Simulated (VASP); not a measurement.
Ga2Pt:

```
Ga Pt
1.0
     4.17971    0.00000    0.00000
     2.08985    3.61973    0.00000
     2.08985    1.20658    3.41272
Ga Pt
2 1
Direct
  0.25000 0.25000 0.25000
  0.75000 0.75000 0.75000
  0.00000 0.00000 0.00000
```

| Item | Value |
| --- | --- |
| Program | VASP 6.6.1 |
| Task | relaxation of cell and atoms |
| Functional | LDA |
| Potentials or basis | VASP PAW LDA potentials, release 64 (Ga_d, Pt) |
| Cutoff | 600 eV |
| k mesh | 9 × 9 × 9 |
| Occupations | gaussian, width 0.05 eV |
| Spin | no spin polarisation |

At the start: pressure -2.4 GPa; volume 17.21 Å³/atom.

Problem. How do energy, volume and symmetry change on relaxing?

Solution. Over 3 steps the energy falls by 2.4 meV/atom and the volume is 16.90 Å³/atom (-1.8 %); space group Fm-3m (No. 225, to 0.1 Å) before and after.

Step by step:
```tsv
step	energy change (eV)	largest force (eV/Å)	pressure (GPa)	volume (Å³)
1	0.0000	0.0000	-2.43	51.63
2	0.0015	0.0000	2.92	49.71
3	-0.0072	0.0000	-0.03	50.70
```

Final structure:
```cif
data_structure
_symmetry_space_group_name_H-M 'P 1'
_symmetry_Int_Tables_number 1
_cell_length_a 4.1544
_cell_length_b 4.1544
_cell_length_c 4.1544
_cell_angle_alpha 60.000
_cell_angle_beta 60.000
_cell_angle_gamma 60.000
_cell_volume 50.70
loop_
_atom_site_label
_atom_site_type_symbol
_atom_site_fract_x
_atom_site_fract_y
_atom_site_fract_z
_atom_site_occupancy
Ga1 Ga 0.25000 0.25000 0.25000 1
Ga2 Ga 0.75000 0.75000 0.75000 1
Pt1 Pt 0.00000 0.00000 0.00000 1
```
